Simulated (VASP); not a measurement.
Input of a VASP 6.6.1 run:

File INCAR:

```
PREC = Accurate
ENCUT = 520
EDIFF = 1E-6
ISMEAR = 0
SIGMA = 0.05
LREAL = False
LASPH = True
NELM = 80
ALGO = Normal
ISIF = 2
LWAVE = False
LCHARG = False
GGA = PE
NBANDS = 16
```

File KPOINTS:

```
Automatic mesh
0
Gamma
  12 12 6
```

The input POSCAR:

```
AlN
1.0
    3.1302395629      0.0000000000     -0.0939071869
   -1.5651197815      2.7108669814      0.0469535934
   -0.1505393896      0.0000000000      5.0179796548
Al N
2 2
Direct
    0.3333333333      0.6666666667      0.0017287175
    0.6666666667      0.3333333333      0.5017287175
    0.3333333333      0.6666666667      0.3832712825
    0.6666666667      0.3333333333      0.8832712825
```

Potentials or basis: VASP PAW PBE potentials, release 64 (Al, N).

Run with:

```sh
$ cat potpaw_PBE.64/Al/POTCAR potpaw_PBE.64/N/POTCAR > POTCAR
$ mpirun -np 1 vasp_std > vasp.out
```

**Question.** Predict the largest force.

**Answer.** 0.300 eV/Å.

**Question.** Predict the pressure.

**Answer.** 0.0 GPa.

Forces in eV/Å, atoms in the order of the input:
```
Al   0.293  0.048  0.023
Al   0.293 -0.048  0.023
N   -0.293  0.060 -0.023
N   -0.293 -0.060 -0.023
```

Caveat: the cell differs from its parent crystal (strain -0.0600 x Voigt [0, 0, 0, 0, 1, 0]).
